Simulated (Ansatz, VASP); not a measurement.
**Two plane-wave programs on AlN**

File POSCAR:

```
AlN
1.0
    3.1120000000      0.0000000000      0.0000000000
   -1.5560000000      2.6950710566      0.0000000000
    0.0000000000      0.0000000000      4.9800000000
Al N
2 2
Direct
    0.3333333333      0.6666666667      0.0000000000
    0.6666666667      0.3333333333      0.5000000000
    0.3333333333      0.6666666667      0.3818000000
    0.6666666667      0.3333333333      0.8818000000
```

INCAR.step1

```
PREC = Accurate
ENCUT = 600
ISMEAR = 0
SIGMA = 0.01
LREAL = F
LASPH = T
NELM = 60
GGA = PE
ALGO = Normal
EDIFF = 1E-4
LWAVE = T
LCHARG = F
```

File INCAR.step2:

```
PREC = Accurate
ENCUT = 600
EDIFF = 1E-6
ISMEAR = 0
SIGMA = 0.01
LREAL = F
LASPH = T
NELM = 60
ALGO = Normal
ISIF = 3
LWAVE = F
LCHARG = F
METAGGA = R2SCAN
LMIXTAU = T
IBRION = 2
NSW = 80
EDIFFG = -0.002
ISTART = 1
```

Contents of KPOINTS:

```
Automatic mesh
0
Gamma
  10 10 6
```

Input for Ansatz:

```yaml
crystal:
  lattice:
    - [3.112, 0.0, 0.0]
    - [-1.556, 2.6950710566, 0.0]
    - [0.0, 0.0, 4.98]
  atoms:
    - { symbol: Al, position: [0.3333333333, 0.6666666667, 0.0] }
    - { symbol: Al, position: [0.6666666667, 0.3333333333, 0.5] }
    - { symbol: "N", position: [0.3333333333, 0.6666666667, 0.3818] }
    - { symbol: "N", position: [0.6666666667, 0.3333333333, 0.8818] }
scf:
  occupations: { method: fixed }
output:
  forces: true
  stress: true
  eigenvalues: true
  write_density: true
  write_potential: true
  elf: true
  volumetric_format: npy
hamiltonian:
  xc: r2scan
kpoints:
  mp_grid: { grid: [10, 10, 6] }
basis:
  ecutwfc: 600
relax:
  f_tol: 0.002
  max_steps: 60
  cell: { stress_tol: 0.01 }
```

Alike in both runs: task relaxation of cell and atoms; functional r2SCAN; k mesh 10 × 10 × 6; no spin polarisation.

|  | VASP | Ansatz |
| --- | --- | --- |
| version | VASP 6.6.1 | Ansatz 0.2.0 |
| potentials or method | VASP PAW PBE potentials, release 64 (Al, N), cutoff 600 eV | scalar-relativistic, plane waves, PAW |
| occupations | gaussian, width 0.01 eV | fixed |
| valence electrons in the cell | 16 | 16 |

```tsv
	VASP	Ansatz	Ansatz less VASP
gap on the k mesh at the Fermi level, each at its own relaxed structure (eV)	4.93	4.88	-0.054
relaxed volume (Å³/atom)	10.39	10.40	+0.015
relaxed cell length with the largest relative difference (Å)	3.105	3.107	+0.0016
```

VASP's potentials were made for PBE, not for r2SCAN.
